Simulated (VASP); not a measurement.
## Co: single point with PBE

The system is Co.

```
CELL_PARAMETERS angstrom
2.45839 0.00000 0.00000
-1.22920 2.12903 0.00000
0.00000 0.00000 3.96069
ATOMIC_POSITIONS crystal
Co 0.33333 0.66667 0.25000
Co 0.66667 0.33333 0.75000
```

```yaml
Program: VASP 6.6.1
Task: single point
Functional: PBE
Potentials_or_basis: VASP PAW PBE potentials, release 64 (Co)
Cutoff: 600 eV
k_mesh: 15 × 15 × 8
Occupations: fermi-dirac, width 0.3 eV
Spin: no spin polarisation
```

```yaml
Pressure: 4.1 GPa
Band_gap_on_the_k_mesh: zero (band 9 reaches 11.27 eV, above the bottom of band 10 at 9.71 eV)
```

Stress tensor (GPa, compression positive):
```
4.06 0.00 0.00
0.00 4.06 0.00
0.00 0.00 4.22
```

Levels at points of the mesh, in eV from the Fermi level:
```tsv
k point	band 7	band 8	band 9	band 10	band 11	band 12
(0.00, 0.00, 0.00)	-1.48	-1.10	-1.10	-0.03	0.14	0.14
(0.00, 0.00, 0.50)	-1.93	-1.93	-0.20	-0.20	-0.20	-0.20
```

Run time: 33 s on 1 thread of AMD EPYC 9R45 (Zen 5) (shared host), peak memory 0.14 GiB.

Caveat: the run has no spin polarisation, though such a crystal can be magnetic. Spin polarisation is off, so any magnetic state and its effect on volume and gap are missing.
